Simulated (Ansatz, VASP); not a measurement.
# BaTiO3: VASP beside Ansatz

File INCAR:

```
PREC = Accurate
ENCUT = 520
EDIFF = 1E-6
ISMEAR = 0
SIGMA = 0.05
LREAL = False
LASPH = True
NELM = 150
ALGO = Normal
ISIF = 2
LWAVE = False
LCHARG = False
LMAXMIX = 4
LDAU = True
LDAUTYPE = 2
LDAUL = -1 2 -1
LDAUU = 0 4 0
LDAUJ = 0 0 0
LDAUPRINT = 1
GGA = PE
NBANDS = 28
```

KPOINTS

```
Automatic mesh
0
Gamma
  6 6 6
```

File POSCAR:

```
BaTiO3
1.0
    3.9080139276      0.0000000000      0.0000000000
    0.0000000000      2.8014494461      2.8859184405
    0.0000000000     -2.8014494461      2.8859184405
Ba Ti O
1 1 3
Direct
    0.0000000000      0.0080771898      0.0080771898
    0.5000000000      0.5197092923      0.5197092923
    0.0000000000      0.4916268263      0.4916268263
    0.5000000000      0.4938075436      0.9829991481
    0.5000000000      0.9829991481      0.4938075436
```

Input for Ansatz:

```yaml
crystal:
  lattice:
    - [3.9080139276, 0.0, 0.0]
    - [0.0, 2.8014494461, 2.8859184405]
    - [0.0, -2.8014494461, 2.8859184405]
  atoms:
    - { symbol: Ba, position: [0.0, 0.0080771898, 0.0080771898] }
    - { symbol: Ti, position: [0.5, 0.5197092923, 0.5197092923] }
    - { symbol: O, position: [0.0, 0.4916268263, 0.4916268263] }
    - { symbol: O, position: [0.5, 0.4938075436, 0.9829991481] }
    - { symbol: O, position: [0.5, 0.9829991481, 0.4938075436] }
basis:
  ecutwfc: 420
kpoints:
  mp_grid: { grid: [6, 6, 6] }
hamiltonian:
  xc: pbe
  hubbard: { sites: [{ species: Ti, l: d, u_eff: 4.0 }] }
scf:
  occupations: { method: gaussian, width: 0.05 }
output:
  forces: true
  stress: true
  eigenvalues: true
```

Change from the starting cell: strain -0.025 along x and y, +0.000 along z, atoms carried along.

Alike in both runs: task single point; functional PBE; k mesh 6 × 6 × 6; occupations gaussian, width 0.05 eV; no spin polarisation; Hubbard terms Ti d U = 4.0 eV.

|  | VASP | Ansatz |
| --- | --- | --- |
| version | VASP 6.6.1 | Ansatz 0.2.0 |
| potentials or method | VASP PAW PBE potentials, release 64 (Ba_sv, Ti_sv, O), cutoff 520 eV | scalar-relativistic, plane waves, PAW |
| valence electrons in the cell | 40 | 40 |

VASP gave:

```
gap on the k mesh at the Fermi level (eV)                     : 2.57
least direct gap on the mesh (eV)                             : 2.92
pressure (GPa)                                                : 13.2
traceless stress, the component that is largest in VASP (GPa) : -4.33
rms of the force components (eV/Å)                            : 0.390
```

Q: Estimate Ansatz's values.

A: gap on the k mesh at the Fermi level (eV): 2.61; least direct gap on the mesh (eV): 2.95; pressure (GPa): 9.1; traceless stress, the component that is largest in VASP (GPa): -4.04; rms of the force components (eV/Å): 0.160.

The programs project onto different local orbitals, so the same U acts differently, and such runs can settle in different states. Atom by atom the forces differ by 0.235 eV/Å (rms over components).

Neither program's run includes spin-orbit coupling.
